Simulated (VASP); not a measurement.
# Rh (I4/mmm) in VASP: a series of runs, part 2 of 2

VASP 6.6.1. The steps go on from the part before.

## (4) Electric field gradients, PBEsol (equal xx and yy strain of +3 %)

The input, INCAR:

```
  PREC = Accurate
  ENCUT = 520
  EDIFF = 1E-8
  ISMEAR = -1
  SIGMA = 0.08
  LREAL = False
  LASPH = True
  NELM = 60
  ALGO = Normal
  ISIF = 2
  LWAVE = False
  LCHARG = False
  GGA = PS
  LEFG = True
  NBANDS = 14
```

The input, KPOINTS:

```
regular mesh
0
Gamma
  16 16 16
```

The input, POSCAR:

```
Rh
1.0
    0.0000000000      1.9585965000      1.9015500000
    1.9585965000      0.0000000000      1.9015500000
    1.9585965000      1.9585965000      0.0000000000
Rh
1
Direct
    0.0000000000      0.0000000000      0.0000000000
```

Potentials or basis: VASP PAW PBE potentials, release 64 (Rh_pv).

Run with:

```
cat potpaw_PBE.64/Rh_pv/POTCAR > POTCAR
mpirun -np 1 vasp_std > vasp.out
```

OUTCAR:

```text
PREC = Accurate
   ENCUT = 520
   EDIFF = 1E-8
   ISMEAR = -1
   LREAL = False
   LASPH = True
   NELM = 60
   ISIF = 2
   GGA = PS

 ion  position               nearest neighbor table
   1  0.000  0.000  0.000-

  LATTYP: Found a body centered tetragonal cell.
 ALAT       =     2.7698737335
 C/A-ratio  =     1.3730228761

  Lattice vectors:

 A1 = (   0.0000000000,  -1.9585965000,  -1.9015500000)
 A2 = (   0.0000000000,   1.9585965000,  -1.9015500000)
 A3 = (   1.9585965000,   0.0000000000,   1.9015500000)

Analysis of symmetry for initial positions (statically):
=====================================================================
 Subroutine PRICEL returns:
 Original cell was already a primitive cell.

 Routine SETGRP: Setting up the symmetry group for a
[... 589 lines left out ...]
  in kB     -203.5300649   -203.5300649   -144.5553111      0.0000000      0.0000000     -0.0000000
  external PRESSURE =    -183.8718136 kB  Pullay stress =       0.0000000 kB

 VOLUME and BASIS-vectors are now :
 -----------------------------------------------------------------------------
  energy-cutoff  :      520.00
  volume of cell :       14.59
      direct lattice vectors                 reciprocal lattice vectors
     0.000000000  1.958596500  1.901550000    -0.255284843  0.255284843  0.262943388
     1.958596500  0.000000000  1.901550000     0.255284843 -0.255284843  0.262943388
     1.958596500  1.958596500  0.000000000     0.255284843  0.255284843 -0.262943388

 POSITION                                       TOTAL-FORCE (eV/Angst)
 -----------------------------------------------------------------------------------
      0.00000      0.00000      0.00000        -0.000000      0.000000      0.000000
 -----------------------------------------------------------------------------------
    total drift:                                0.000000     -0.000000      0.000000

  FREE ENERGIE OF THE ION-ELECTRON SYSTEM (eV)
  ---------------------------------------------------
  free  energy   TOTEN  =        -8.0796880570 eV

  energy  without entropy=       -8.0472426910  energy(sigma->0) =       -8.06346537

 Electric field gradients (V/A^2)
---------------------------------------------------------------------
 ion       V_xx      V_yy      V_zz      V_xy      V_xz      V_yz
---------------------------------------------------------------------
   1       1.471     1.471    -2.942     0.002    -0.002    -0.002
---------------------------------------------------------------------

 Electric field gradients after diagonalization (V/A^2)
 (convention: |V_zz| > |V_xx| > |V_yy|)
----------------------------------------------------------------------
 ion       V_xx      V_yy      V_zz     asymmetry (V_yy - V_xx)/ V_zz
----------------------------------------------------------------------
   1       1.473     1.469    -2.942       0.002
----------------------------------------------------------------------

           NMR quadrupolar parameters

 Cq : quadrupolar parameter    Cq=e*Q*V_zz/h
 eta: asymmetry parameters     (V_yy - V_xx)/ V_zz
 Q  : nuclear electric quadrupole moment in mb (millibarn)
----------------------------------------------------------------------
 ion       Cq(MHz)       eta       Q (mb)
----------------------------------------------------------------------
   1      -0.007       0.002       1.000
----------------------------------------------------------------------
```

OSZICAR:

```text
N       E                     dE             d eps       ncg     rms          rms(c)
DAV:   1     0.120079161559E+03    0.12008E+03   -0.87929E+03  9816   0.114E+03
DAV:   2    -0.709011161617E+01   -0.12717E+03   -0.12136E+03 10750   0.338E+02
DAV:   3    -0.871648644365E+01   -0.16264E+01   -0.16234E+01 11782   0.421E+01
DAV:   4    -0.872269266801E+01   -0.62062E-02   -0.62058E-02 11566   0.268E+00
DAV:   5    -0.872274987938E+01   -0.57211E-04   -0.57211E-04 11716   0.228E-01    0.958E+00
DAV:   6    -0.809845245999E+01    0.62430E+00   -0.11303E+00 10738   0.144E+01    0.273E+00
DAV:   7    -0.808408642926E+01    0.14366E-01   -0.21726E-02 11302   0.142E+00    0.137E+00
DAV:   8    -0.807979733968E+01    0.42891E-02   -0.37341E-03 10738   0.827E-01    0.124E-01
DAV:   9    -0.807968327199E+01    0.11407E-03   -0.15610E-04 10480   0.175E-01    0.191E-02
DAV:  10    -0.807968812371E+01   -0.48517E-05   -0.26713E-06 11380   0.184E-02    0.283E-03
DAV:  11    -0.807968809488E+01    0.28833E-07   -0.34391E-07 11314   0.782E-03    0.426E-04
DAV:  12    -0.807968805882E+01    0.36057E-07   -0.74220E-09  7150   0.126E-03    0.858E-05
DAV:  13    -0.807968805703E+01    0.17967E-08   -0.35895E-10  5186   0.264E-04
   1 F= -.80796881E+01 E0= -.80634654E+01  d E =-.324454E-01
```

stdout:

```text
POSCAR found type information on POSCAR Rh
 POSCAR found :  1 types and       1 ions
 scaLAPACK will be used
 -----------------------------------------------------------------------------
|                                                                             |
|                                                                             |
|     You enforced a specific xc type in the INCAR file but a different       |
|     I HOPE YOU KNOW WHAT YOU ARE DOING!                                     |
|                                                                             |
 -----------------------------------------------------------------------------

 LDA part: xc-table for (Slater+PW92), standard interpolation
 POSCAR, INCAR and KPOINTS ok, starting setup
 FFT: planning ... GRIDC
 FFT: planning ... GRID_SOFT
 FFT: planning ... GRID
 WAVECAR not read
 entering main loop
ion   1
```

It took 49 s on 1 thread of Intel Xeon Platinum 8259CL at 2.50GHz (Skylake/Cascade Lake), shared host; peak memory 0.18 GiB.

What came out:

* Free energy: -8.0797 eV
* Pressure: -18.4 GPa

Levels at points of the mesh, in eV from the Fermi level:
```tsv
k point	band 5	band 6	band 7	band 8	band 9	band 10
(0.00, 0.00, 0.00)	-2.91	-2.91	-2.62	-1.07	-0.72	15.98
(0.50, 0.00, 0.00)	-3.03	-2.71	0.45	0.60	0.73	8.01
(0.50, 0.50, 0.00)	-5.47	0.50	0.91	0.91	3.53	12.04
(0.50, 0.00, 0.50)	-5.44	0.51	0.77	1.01	2.92	11.23
```

Electric field gradients, principal values (V/Å²):
```
atom  least  middle  greatest (by size)
1 Rh  1.469   1.473              -2.942
```

Caveat: the cell differs from its parent crystal (equal xx and yy strain of +3 %); without QUAD_EFG the Cq values of the log hold for a quadrupole moment of 1 mb, not for the nuclei; the PAW data sets were made with another functional, which shifts forces and pressure a little.

## (5) Overview

```csv
cell,gap on the mesh (eV),pressure (GPa)
"a = 2.662, b = 2.662, c = 2.635 Å, angles 60.3, 60.3, 59.3°, 1 atom",none,7.2
"a = 2.716, b = 2.716, c = 2.743 Å, angles 59.7, 59.7, 60.7°, 1 atom",none,-14.5
"a = 2.730, b = 2.730, c = 2.770 Å, angles 59.5, 59.5, 61.0°, 1 atom",none,-18.4
```

Alike in all rows: task electric field gradients; level PBEsol; potentials or basis VASP PAW PBE potentials, release 64 (Rh_pv); no spin polarisation; k mesh 16 × 16 × 16; cutoff (eV) 520; smearing fermi-dirac 0.08 eV.

Caveats: the PAW data sets were made with another functional, which shifts forces and pressure a little.

Absolute energies hang on the potentials; compare differences alone.
